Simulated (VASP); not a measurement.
The system is In2PN.

```
N In P
1.0
     3.86217    0.00000    0.00000
     0.00000    3.86217    0.00000
     0.00000    0.00000    5.42709
N In P
1 2 1
Direct
  0.00000 0.00000 0.00000
  0.00000 0.50000 0.79175
  0.50000 0.00000 0.20825
  0.50000 0.50000 0.50000
```

Base run:

```yaml
Program: VASP 6.6.1
Functional: r2SCAN
Potentials_or_basis: VASP PAW PBE potentials, release 64 (N, In_d, P)
Cutoff: 660 eV
k_mesh: 4 × 4 × 4, shifted
Occupations: fermi-dirac, width 0.02 eV
Spin: no spin polarisation
```

Its results: band gap on the k mesh 1.45 eV; pressure 0.0 GPa; largest force 0.078 eV/Å.

Question: The run is repeated on the same cell with these changes: k mesh from 4 × 4 × 4, shifted to 3 × 3 × 3, through Γ. What comes out?

Answer: Band gap on the k mesh zero (filled and empty bands touch); pressure 0.5 GPa; largest force 0.086 eV/Å.

Caveats: some runs use coarse meshes; the PAW data sets were made with another functional, which shifts forces and pressure a little; spin-orbit coupling is left out, which moves the levels of the heavy elements; a shifted mesh leaves out Γ, where band edges can lie (at least some runs); semilocal functionals underestimate gaps, so a narrow gap can read as zero (at least some runs).

A k mesh can miss the band edges.
